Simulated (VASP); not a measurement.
A run of VASP 6.6.1 is set up as follows.

File INCAR:

```
PREC     = Accurate       # precision mode
ENCUT    = 600            # plane-wave cutoff, eV
EDIFF    = 1E-6           # SCF threshold, eV
ISMEAR   = 0              # smearing method
SIGMA    = 0.001          # smearing width, eV
LREAL    = F              # projectors in reciprocal space
LASPH    = T              # aspherical terms in the spheres
NELM     = 120            # most SCF steps
ALGO     = Normal         # electronic algorithm
ISIF     = 2              # what is computed and relaxed
LWAVE    = F              # write WAVECAR
LCHARG   = T              # write CHGCAR
GGA      = PE             # functional
LELF     = T              # ELF
LVHAR    = T            
NBANDS   = 11             # bands
GGA_COMPAT= F
```

File KPOINTS:

```
Automatic mesh
0
Gamma
  8 8 8
```

File POSCAR:

```
AlN
1.0
    0.0000000000      2.0188684454      2.0188684454
    2.0188684454      0.0000000000      2.0188684454
    2.0188684454      2.0188684454      0.0000000000
Al N
1 1
Direct
    0.0000000000      0.0000000000      0.0000000000
    0.5000000000      0.5000000000      0.5000000000
```

Potentials or basis: VASP PAW PBE potentials, release 64 (Al, N).

Run with:

```bash
$ cat potpaw_PBE.64/Al/POTCAR potpaw_PBE.64/N/POTCAR > POTCAR
$ mpirun -np 1 vasp_std > vasp.out
```

(1) Estimate the band gap on the k mesh.

(2) Estimate the pressure.

Answers

(1) 4.65 eV, indirect (least direct gap 5.74 eV).

(2) 6.0 GPa.
